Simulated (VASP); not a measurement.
## CdTe: single point with r2SCAN+D4

The system is CdTe.

```xyz
2
Lattice="0.0000 3.2050 3.2050 3.2050 0.0000 3.2050 3.2050 3.2050 0.0000" Properties=species:S:1:pos:R:3 pbc="T T T"
Cd    3.2050    3.2050    3.2050
Te    0.0000    0.0000    0.0000
```

| Quantity | Value |
| --- | --- |
| Program | VASP 6.6.1 |
| Task | single point |
| Functional | r2SCAN |
| Dispersion | D4 |
| Potentials or basis | VASP PAW PBE potentials, release 64 (Cd, Te) |
| Cutoff | 520 eV |
| k mesh | 6 × 6 × 6 |
| Occupations | gaussian, width 0.05 eV |
| Spin | no spin polarisation |
| Dipole correction | no |
| Further INCAR settings | ALGO = Normal; EDIFF = 1e-06; NBANDS = 16 |

| Property | Result |
| --- | --- |
| Pressure | -6.2 GPa |
| Band gap on the k mesh | zero (band 9 reaches 2.42 eV, above the bottom of band 10 at 1.48 eV) |
| Dispersion energy per atom | -0.130 eV |

Levels at points of the mesh, in eV from the Fermi level:
```
           k point  band 6  band 7  band 8  band 9  band 10  band 11  band 12  band 13
(0.00, 0.00, 0.00)   -8.50   -0.38   -0.38   -0.38     0.18     7.43     7.43     7.43
(0.50, 0.00, 0.00)   -8.45   -4.50   -0.12   -0.12     3.19     4.33     4.41     4.41
(0.50, 0.50, 0.00)   -7.92   -3.39   -1.69   -1.69    -0.96     4.79     8.94     8.94
```

Run time: 30 s on 1 thread of Intel(R) Xeon(R) 6975P-C (Granite Rapids), with other jobs on the host, peak memory 0.22 GiB.

Caveat: the PAW data sets were made with another functional, which shifts forces and pressure a little; spin-orbit coupling is left out, which moves the levels of the heavy elements; pairwise dispersion overbinds metals, which lowers pressure and volume.
